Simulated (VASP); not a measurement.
Wanted: the native input for a VASP 6.6.1 run.

- Task: single point
- Functional: r2SCAN
- Potentials or basis: VASP PAW PBE potentials, release 64 (B, P)
- Cutoff: 520 eV
- k mesh: 10 × 10 × 10
- Occupations: gaussian, width 0.05 eV
- Spin: no spin polarisation
- Dipole correction: no
- Further INCAR settings: ALGO = Normal; EDIFF = 1e-06; NBANDS = 11

Crystal: BP.

```xyz
2
Lattice="0.0000 2.2009 2.2690 2.2690 0.0000 2.2690 2.2690 2.2009 0.0000" Properties=species:S:1:pos:R:3 pbc="T T T"
B     0.0000    0.0000    0.0000
P     3.4035    3.3014    3.4035
```

This cell differs from its parent crystal: strain -0.0300 x Voigt [0, 1, 0, 0, 0, 0].

The input as run:

POSCAR

```
BP
1.0
    0.0000000000      2.2009300000      2.2690000000
    2.2690000000      0.0000000000      2.2690000000
    2.2690000000      2.2009300000      0.0000000000
B P
1 1
Direct
    0.0000000000      0.0000000000      0.0000000000
    0.7500000000      0.7500000000      0.7500000000
```

INCAR.step1

```
PREC = Accurate
ENCUT = 520
ISMEAR = 0
SIGMA = 0.05
LREAL = False
LASPH = True
NELM = 80
NBANDS = 11
GGA = PE
ALGO = Normal
EDIFF = 1E-4
LWAVE = True
LCHARG = False
```

INCAR.step2

```
PREC = Accurate
ENCUT = 520
EDIFF = 1E-6
ISMEAR = 0
SIGMA = 0.05
LREAL = False
LASPH = True
NELM = 80
ALGO = Normal
ISIF = 2
LWAVE = False
LCHARG = False
METAGGA = R2SCAN
LMIXTAU = True
NBANDS = 11
ISTART = 1
```

KPOINTS

```
Automatic mesh
0
Gamma
  10 10 10
```

Potentials or basis: VASP PAW PBE potentials, release 64 (B, P).

Launch:

```console
$ cat potpaw_PBE.64/B/POTCAR potpaw_PBE.64/P/POTCAR > POTCAR
$ cp INCAR.step1 INCAR
$ mpirun -np 1 vasp_std > vasp.out
$ cp INCAR.step2 INCAR
$ mpirun -np 1 vasp_std > vasp.out
```

Results of the run:

| Property | Result |
| --- | --- |
| Pressure | 4.7 GPa |
| Band gap on the k mesh | 0.92 eV (least direct gap 3.36 eV) |

Caveat: the cell differs from its parent crystal (strain -0.0300 x Voigt [0, 1, 0, 0, 0, 0]); the cell stands under pressure; the PAW data sets were made with another functional, which shifts forces and pressure a little.

Wall time 38 s on 1 thread of Intel(R) Xeon(R) Platinum 8488C (Sapphire Rapids), with other jobs on the host, peak memory 0.15 GiB.
